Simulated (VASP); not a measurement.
A run of VASP 6.6.1 is set up as follows.

INCAR

```
  PREC = Accurate
  ENCUT = 520
  EDIFF = 1E-6
  ISMEAR = -1
  SIGMA = 0.02
  LREAL = Auto
  LASPH = True
  NELM = 60
  ALGO = Normal
  ISIF = 2
  LWAVE = False
  LCHARG = False
  GGA = PE
  IVDW = 12
  NBANDS = 88
```

Contents of KPOINTS:

```
regular mesh
0
Gamma
  1 1 1
```

The input POSCAR:

```
SN2O2
1.0
    9.5023080000      0.0000000000      0.0000000000
    0.0000000000      9.5023080000      0.0000000000
    0.0000000000      0.0000000000      9.5023080000
N S O
10 5 10
Direct
    0.0513454205      0.1788302379      0.2378790500
    0.0295191442      0.1478167199      0.3474313819
    0.2200412784      0.7166048501      0.5882570845
    0.1399028531      0.7481024610      0.5097814131
    0.4328843056      0.7776426527      0.9917064360
    0.4130364960      0.6827604409      0.9285217865
    0.6953573805      0.1354302555      0.4368201915
    0.6294576012      0.2240824019      0.4107212690
    1.0101545856      0.0708143748      0.7698445472
    0.9848344213      0.1611397989      0.8408062546
    0.9779518828      0.7951857591      0.1190658101
    0.6682902722      0.2063182966      0.8983817405
    0.6480109885      0.6806872604      0.4063433852
    0.2650303484      0.3845697277      0.6932421050
    0.2763749607      0.4653395786      0.2206621802
    0.9281955500      0.6825183945      0.2084861909
    0.9258697992      0.8114870619     -0.0210685657
    0.5344806756      0.2057815849      0.8295458324
    0.6730891064      0.1607083248      1.0420731469
    0.6102517409      0.5333335859      0.3741933012
    0.7346110019      0.7044499084      0.5285873706
    0.1605820396      0.4224342128      0.7978166988
    0.2335011662      0.2437407838      0.6319833034
    0.2752594422      0.6215332107      0.2022140305
    0.3349186324      0.3798656074      0.1060268726
```

Potentials or basis: VASP PAW PBE potentials, release 64 (N, S, O).

Command:

```console
$ cat potpaw_PBE.64/N/POTCAR potpaw_PBE.64/S/POTCAR potpaw_PBE.64/O/POTCAR > POTCAR
$ mpirun -np 1 vasp_gam > vasp.out
```

Problem. Estimate the dispersion energy per atom.

Solution. -0.043 eV.

Problem. Predict the largest force.

Solution. 6.006 eV/Å.

Problem. Predict the pressure.

Solution. 0.3 GPa.

Stress tensor (GPa, compression positive):
```
 0.54 -0.57  0.46
-0.57 -0.40 -0.50
 0.46 -0.50  0.75
```

Caveat: the k points lie up to 0.66 Å⁻¹ apart; the standard files for N, O and F lose accuracy on very short bonds; the atoms stand as in a frame of molecular dynamics.
